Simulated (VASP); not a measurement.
# Ru (P2_1/m) in VASP: notebook

Ru is run at these levels: LDA; tasks: single point.

Program: VASP 6.6.1. These are calculated values, not measurements. Logs are shortened: lines on timing, memory, paths and dates and some standing lists are left out, and cuts for length are marked.

**1. The cell of the first run**

The typed cell holds 4 atoms: a = 3.962 Å, b = 5.603 Å, c = 2.726 Å, α = 59.06°, β = 90.00°, γ = 90.00°.

**2. Single point, LDA**

Input file INCAR:

```
SYSTEM = Ru
PREC     = Accurate       ! precision mode
ENCUT    = 520            ! plane-wave cutoff, eV
EDIFF    = 1E-7           ! SCF threshold, eV
ISMEAR   = 0              ! smearing method
SIGMA    = 0.1            ! smearing width, eV
LREAL    = .FALSE.        ! projectors in reciprocal space
LASPH    = .TRUE.         ! aspherical terms in the spheres
NELM     = 60             ! most SCF steps
ALGO     = Fast           ! electronic algorithm
ISIF     = 2              ! what is computed and relaxed
LWAVE    = .FALSE.        ! write WAVECAR
LCHARG   = .FALSE.        ! write CHGCAR
GGA      = CA             ! functional
NBANDS   = 36             ! bands
```

Input file KPOINTS:

```
regular mesh
0
G
  9 6 15
  0 0 0
```

Input file POSCAR:

```
Ru
1.0
    3.9621891213      0.0000000000      0.0000000000
    0.0000000000      5.6033814753      0.0011437542
    0.0000000000      1.4013231305      2.3385930335
Ru
4
Direct
    0.2500000000      0.1657551117      0.3364385049
    0.2500000000      0.6657551117      0.3364385049
    0.7500000000      0.3342448883      0.6635614951
    0.7500000000      0.8342448883      0.6635614951
```

Potentials or basis: VASP PAW LDA potentials, release 64 (Ru_pv).

Started as:

```
$ cat potpaw_LDA.64/Ru_pv/POTCAR > POTCAR
$ mpirun -np 1 vasp_std > vasp.out
```

OUTCAR:

```text
SYSTEM = Ru
   PREC = Accurate
   ENCUT = 520
   EDIFF = 1E-7
   ISMEAR = 0
   LREAL = .FALSE.
   LASPH = .TRUE.
   NELM = 60
   ISIF = 2
   GGA = CA

 ion  position               nearest neighbor table
   1  0.250  0.166  0.336-   3 2.53   3 2.53   4 2.54   4 2.54   3 2.55   3 2.55   2 2.73   2 2.73
                             2 2.80   2 2.80
   2  0.250  0.666  0.336-   4 2.53   4 2.53   3 2.54   3 2.54   4 2.55   4 2.55   1 2.73   1 2.73
                             1 2.80   1 2.80
   3  0.750  0.334  0.664-   1 2.53   1 2.53   2 2.54   2 2.54   1 2.55   1 2.55   4 2.73   4 2.73
                             4 2.80   4 2.80
   4  0.750  0.834  0.664-   2 2.53   2 2.53   1 2.54   1 2.54   2 2.55   2 2.55   3 2.73   3 2.73
                             3 2.80   3 2.80

  LATTYP: Found a simple monoclinic cell.
 ALAT       =     2.7263022379
 B/A-ratio  =     1.4533198360
 C/A-ratio  =     1.7637172546
 COS(beta)  =    -0.0321986239

  Lattice vectors:

 A1 = (   0.0000000000,   1.4013231305,   2.3385930335)
 A2 = (  -3.9621891213,   0.0000000000,   0.0000000000)
 A3 = (   0.0000000000,  -4.2020583448,   2.3374492793)

Analysis of symmetry for initial positions (statically):
=====================================================================
 Subroutine PRICEL returns following result:

  LATTYP: Found a simple monoclinic cell.
 ALAT       =     2.7253205982
 B/A-ratio  =     1.4538433107
 C/A-ratio  =     1.0003601924
 COS(beta)  =    -0.4717752344

  Lattice vectors:

 A1 = (   0.0000000000,   1.4003676071,  -2.3380211564)
 A2 = (  -3.9621891213,   0.0000000000,   0.0000000000)
 A3 = (   0.0000000000,   1.4013231305,   2.3385930335)

   2 primitive cells build up your supercell.

 Routine SETGRP: Setting up the symmetry group for a
 simple monoclinic supercell.

 Subroutine GETGRP returns: Found  4 space group operations
 (whereof  2 operations were pure point group operations)
 out of a pool of  4 trial point group operations.

The static configuration has the point symmetry S_2 .
 The point group associated with its full space group is C_2h.

Analysis of symmetry for dynamics (positions and initial velocities):
=====================================================================
 Subroutine PRICEL returns following result:

  LATTYP: Found a simple monoclinic cell.
 ALAT       =     2.7253205982
 B/A-ratio  =     1.4538433107
 C/A-ratio  =     1.0003601924
 COS(beta)  =    -0.4717752344

  Lattice vectors:

 A1 = (   0.0000000000,   1.4003676071,  -2.3380211564)
 A2 = (  -3.9621891213,   0.0000000000,   0.0000000000)
 A3 = (   0.0000000000,   1.4013231305,   2.3385930335)

   2 primitive cells build up your supercell.

 Routine SETGRP: Setting up the symmetry group for a
 simple monoclinic supercell.

 Subroutine GETGRP returns: Found  4 space group operations
 (whereof  2 operations were pure point group operations)
 out of a pool of  4 trial point group operations.

The dynamic configuration has the point symmetry S_2 .
 The point group associated with its full space group is C_2h.

 Subroutine INISYM returns: Found  4 space group operations
 (whereof  2 operations are pure point group operations),
 and found     2 'primitive' translations

----------------------------------------------------------------------------------------

                                     Primitive cell

  volume of cell :      25.9571

  direct lattice vectors                    reciprocal lattice vectors
     0.000000000  1.400367607 -2.338021156     0.000000000  0.356970994 -0.213902848
    -3.962189121  0.000000000  0.000000000    -0.252385732  0.000000000  0.000000000
     0.000000000  1.401323131  2.338593033     0.000000000  0.356883700  0.213756994

  length of vectors
     2.725320598  3.962189121  2.726302238     0.416152278  0.252385732  0.416002437

  position of ions in fractional coordinates (direct lattice)
     0.331510223  0.750000000  0.667948728
     0.668489777  0.250000000  0.332051272

  ion indices of the primitive-cell ions
   primitive index   ion index
                 1           1
                 2           3

----------------------------------------------------------------------------------------

 KPOINTS: regular mesh

Automatic generation of k-mesh.
 Grid dimensions read from file:
 generate k-points for:    9    6   15

 Generating k-lattice:

  Cartesian coordinates                     Fractional coordinates (reciprocal lattice)
     0.028042859  0.000000000  0.000000000     0.111111111  0.000000000  0.000000000
     0.000000000  0.029747583 -0.017825237     0.000000000  0.166666667  0.000000000
     0.000000000 -0.000005820  0.028510656     0.000000000 -0.000000000  0.066666667

  Length of vectors
     0.028042859  0.034679357  0.028510657

  Shift w.r.t. Gamma in fractional coordinates (k-lattice)
     0.000000000  0.000000000  0.000000000

 Subroutine IBZKPT returns following result:
 ===========================================

 Found    230 irreducible k-points:

 Following reciprocal coordinates:
            Coordinates               Weight
  0.000000  0.000000  0.000000      1.000000
  0.111111  0.000000  0.000000      2.000000
  0.222222  0.000000  0.000000      2.000000
  0.333333  0.000000  0.000000      2.000000
  0.444444  0.000000  0.000000      2.000000
  0.000000  0.166667  0.000000      2.000000
[... 16 lines left out ...]
  0.222222  0.000000  0.066667      4.000000
  0.333333  0.000000  0.066667      4.000000
 [... further k-points ...]
   k-points           NKPTS =    230   k-points in BZ     NKDIM =    230   number of bands    NBANDS=     36
   number of dos      NEDOS =    301   number of ions     NIONS =      4
   total plane-waves  NPLWV =  25200
   dimension x,y,z NGX =    30 NGY =   42 NGZ =   20
   dimension x,y,z NGXF=    60 NGYF=   84 NGZF=   40
   ions per type =               4
   NGX,Y,Z   is equivalent  to a cutoff of  12.59, 12.46, 12.20 a.u.
   NGXF,Y,Z  is equivalent  to a cutoff of  25.17, 24.92, 24.39 a.u.
 SYSTEM =  Ru
   PREC   = accura    normal or accurate (medium, high low for compatibility)
   ISTART =      0    job   : 0-new  1-cont  2-samecut
   ICHARG =      2    charge: 1-file 2-atom 10-const
   ISPIN  =      1    spin polarized calculation?
   LNONCOLLINEAR =      F non collinear calculations
   LSORBIT =      F    spin-orbit coupling
   LASPH  =      T    aspherical Exc in radial PAW
   ENCUT  =  520.0 eV  38.22 Ry    6.18 a.u.   7.37 10.42  5.07*2*pi/ulx,y,z
   NELM   =     60;   NELMIN=  2; NELMDL= -5     # of ELM steps
   EDIFF  = 0.1E-06   stopping-criterion for ELM
   LREAL  =      F    real-space projection
   EDIFFG = 0.1E-05   stopping-criterion for IOM
   NSW    =      0    number of steps for IOM
   IBRION =     -1    ionic relax: 0-MD 1-quasi-New 2-CG
   NFREE  =      0    steps in history (QN), initial steepest desc. (CG)
   ISIF   =      2    stress and relaxation
   ISYM   =      2    0-nonsym 1-usesym 2-fastsym
   POTIM  = 0.5000    time-step for ionic-motion
   TEBEG  =    0.0;   TEEND  =   0.0 temperature during run
   PSTRESS=    0.0 pullay stress
   NELECT =      56.0000    total number of electrons
   NUPDOWN=      -1.0000    fix difference up-down
   EMIN   =  10.00;   EMAX   =-10.00  energy-range for DOS
   EFERMI =   0.00;   METHOD = LEGACY
   ISMEAR =     0;   SIGMA  =   0.10  broadening in eV -4-tet -1-fermi 0-gaus
   EFERMI_NEDOS =   21; number of points for ismear=-14 and -15
   IALGO  =     68    algorithm
   IMIX   =      4    mixing-type and parameters
     AMIX     =   0.40;   BMIX     =  1.00
     AMIX_MAG =   1.60;   BMIX_MAG =  1.00
  volume/ion in A,a.u.               =      12.98        87.58
  Fermi-wavevector in a.u.,A,eV,Ry     =   1.678966  3.172785 38.353822  2.818926
  Thomas-Fermi vector in A             =   2.762961
   LORBIT       =      0    0 simple, 1 ext, 2 COOP (PROOUT), +10 PAW based schemes
   GGA     = CA    functional components
   LHFCALC =     F    Hartree Fock is set to
   AEXX    =    0.0000 exact exchange contribution
   IVDW    =     0    specifies the selected vdW correction
   LEPSILON=     F    determine dielectric tensor
   LRPA    =     F    only Hartree local field effects (RPA)
 non-spin polarized calculation
 RMM-DIIS sequential band-by-band and
 Gauss-broadening in eV      SIGMA  =   0.10
  energy-cutoff  :      520.00
  volume of cell :       51.91
 maximum number of plane-waves:      1427
 NGX is ok and might be reduce to    30
   NGX = 15   NGY = 21   NGZ = 11

 number of electron      56.0000004 magnetization

 Free energy of the ion-electron system (eV)
  ---------------------------------------------------
  ext. energy  EPLUGINS =         0.00000000
  ---------------------------------------------------
  free energy    TOTEN  =       -42.29617923 eV

  energy without entropy =      -42.28335466  energy(sigma->0) =      -42.28976695

 E-fermi :  13.5729     XC(G=0): -14.6438

 val. band max:       13.5720935119   @ k =   0.1111   0.3333   0.4000
 cond. band min:      13.5745619806   @ k =   0.3333   0.3333   0.2667
 fundamental gap:      0.0024684686
 Fermi energy:        13.5729025115

 k-point     1 :       0.0000    0.0000    0.0000
  band No.  band energies     occupation
      1     -30.2431      2.00000
      2     -29.7741      2.00000
      3     -29.6530      2.00000
      4     -29.4784      2.00000
      5     -29.3341      2.00000
      6     -29.1537      2.00000
[... 28 lines left out ...]
     35      17.5238      0.00000
     36      19.4850      0.00000

 k-point     2 :       0.1111    0.0000    0.0000
  band No.  band energies     occupation
      1     -30.1985      2.00000
      2     -29.8825      2.00000
      3     -29.5567      2.00000
      4     -29.5174      2.00000
      5     -29.3255      2.00000
      6     -29.1441      2.00000
[... 28 lines left out ...]
     35      17.3234      0.00000
     36      19.3507      0.00000

 k-point     3 :       0.2222    0.0000    0.0000
  band No.  band energies     occupation
      1     -30.0689      2.00000
      2     -29.9919      2.00000
      3     -29.7105      2.00000
      4     -29.3302      2.00000
      5     -29.2874      2.00000
      6     -29.1166      2.00000
[... 28 lines left out ...]
     35      16.7246      0.00000
     36      18.9419      0.00000

 k-point     4 :       0.3333    0.0000    0.0000
  band No.  band energies     occupation
      1     -30.0483      2.00000
      2     -29.8675      2.00000
      3     -29.8619      2.00000
      4     -29.2248      2.00000
      5     -29.1568      2.00000
      6     -29.0809      2.00000
[... 28 lines left out ...]
     35      15.7818      0.00000
     36      18.2651      0.00000

 k-point     5 :       0.4444    0.0000    0.0000
  band No.  band energies     occupation
      1     -30.0436      2.00000
      2     -29.9787      2.00000
      3     -29.6153      2.00000
      4     -29.3407      2.00000
      5     -29.1468      2.00000
      6     -29.0651      2.00000
[... 655 lines left out ...]
 k-point    22 :       0.1111    0.0000    0.0667
  band No.  band energies     occupation
      1     -30.1814      2.00000
      2     -29.8679      2.00000
      3     -29.5482      2.00000
      4     -29.5195      2.00000
      5     -29.3291      2.00000
      6     -29.1574      2.00000
[... 28 lines left out ...]
     35      17.0195      0.00000
     36      19.8875      0.00000

 k-point    23 :       0.2222    0.0000    0.0667
  band No.  band energies     occupation
      1     -30.0577      2.00000
      2     -29.9760      2.00000
      3     -29.6971      2.00000
      4     -29.3822      2.00000
      5     -29.2477      2.00000
      6     -29.1290      2.00000
[... 28 lines left out ...]
     35      16.6570      0.00000
     36      19.4105      0.00000

 k-point    24 :       0.3333    0.0000    0.0667
  band No.  band energies     occupation
      1     -30.0320      2.00000
      2     -29.8657      2.00000
      3     -29.8480      2.00000
      4     -29.2837      2.00000
      5     -29.1271      2.00000
      6     -29.1113      2.00000
[... 28 lines left out ...]
     35      16.3276      0.00000
     36      18.6446      0.00000

 [... further k-points ...]
[... 5 lines left out ...]
  --------------------------------------------------------------------------------------
  -------------------------------------------------------------------------------------
  Total       12.2039467     -3.6617109      0.3422292      0.0000000     -0.0020273      0.0000000
  in kB      376.6378532   -113.0076153     10.5618677      0.0000000     -0.0625656      0.0000000
  external PRESSURE =      91.3973685 kB  Pullay stress =       0.0000000 kB

 VOLUME and BASIS-vectors are now :
 -----------------------------------------------------------------------------
  energy-cutoff  :      520.00
  volume of cell :       51.91
      direct lattice vectors                 reciprocal lattice vectors
     3.962189121  0.000000000  0.000000000     0.252385732  0.000000000  0.000000000
     0.000000000  5.603381475  0.001143754     0.000000000  0.178485497 -0.106951424
     0.000000000  1.401323131  2.338593034     0.000000000 -0.000087293  0.427659842

 POSITION                                       TOTAL-FORCE (eV/Angst)
 -----------------------------------------------------------------------------------
      0.99055      1.40025      0.78698        -0.000000     -0.000309      0.004039
      0.99055      4.20194      0.78755        -0.000000     -0.000309      0.004039
      2.97164      2.80277      1.55218         0.000000      0.000309     -0.004039
      2.97164      5.60446      1.55275         0.000000      0.000309     -0.004039
 -----------------------------------------------------------------------------------
    total drift:                                0.000000     -0.000000     -0.000000

  FREE ENERGIE OF THE ION-ELECTRON SYSTEM (eV)
  ---------------------------------------------------
  free  energy   TOTEN  =       -42.2961792298 eV

  energy  without entropy=      -42.2833546630  energy(sigma->0) =      -42.28976695
```

Run time: 2.9 min. Hardware: 1 thread of Intel Xeon 6975P-C (Granite Rapids), shared host; peak memory 0.38 GiB.

What came out:

```yaml
Free_energy: -42.2962 eV
Pressure: 9.1 GPa
Largest_force: 0.004 eV/Å
Band_gap_on_the_k_mesh: zero (band 28 reaches 14.86 eV, above the bottom of band 29 at 12.74 eV)
```

Forces on the atoms (eV/Å):
```
Ru   0.000  0.000  0.004
Ru   0.000  0.000  0.004
Ru   0.000  0.000 -0.004
Ru   0.000  0.000 -0.004
```

**3. Single point, LDA**

Input file INCAR:

```
ALGO     = Fast           # electronic algorithm
EDIFF    = 1E-6           # SCF threshold, eV
ENCUT    = 520            # plane-wave cutoff, eV
ISIF     = 2              # what is computed and relaxed
ISMEAR   = 0              # smearing method
LASPH    = T              # aspherical terms in the spheres
LCHARG   = F              # write CHGCAR
LREAL    = F              # projectors in reciprocal space
LWAVE    = F              # write WAVECAR
NBANDS   = 36             # bands
NELM     = 60             # most SCF steps
PREC     = Accurate       # precision mode
SIGMA    = 0.1            # smearing width, eV
```

Input file KPOINTS:

```
k-points
0
Gamma
  9 6 15
```

POSCAR is that of step 2.

Potentials or basis: VASP PAW LDA potentials, release 64 (Ru_pv).

Started as:

```
$ cat potpaw_LDA.64/Ru_pv/POTCAR > POTCAR
$ mpirun -np 1 vasp_std > vasp.out
```

It took 2.5 min on 1 thread of Intel Xeon 6975P-C (Granite Rapids), shared host; peak memory 0.37 GiB.

The run converged. Its results:

| Quantity | Value |
| --- | --- |
| Free energy | -42.2962 eV |
| Pressure | 9.1 GPa |
| Largest force | 0.004 eV/Å |
| Band gap on the k mesh | zero (band 28 reaches 14.86 eV, above the bottom of band 29 at 12.74 eV) |

Forces on the atoms (eV/Å):
```
Ru   0.000  0.000  0.004
Ru   0.000  0.000  0.004
Ru   0.000  0.000 -0.004
Ru   0.000  0.000 -0.004
```

Stress tensor (GPa, compression positive):
```
 37.64   0.00   0.00
  0.00 -11.33  -0.01
  0.00  -0.01   1.03
```

Levels at points of the mesh, in eV from the Fermi level:
```
           k point  band 25  band 26  band 27  band 28  band 29  band 30  band 31  band 32
(0.00, 0.00, 0.00)    -1.79    -1.68    -1.61    -1.20     0.83     1.23     1.29     1.58
(0.00, 0.50, 0.00)    -1.33    -1.33    -1.19    -1.19    -0.43    -0.43    -0.12    -0.12
```
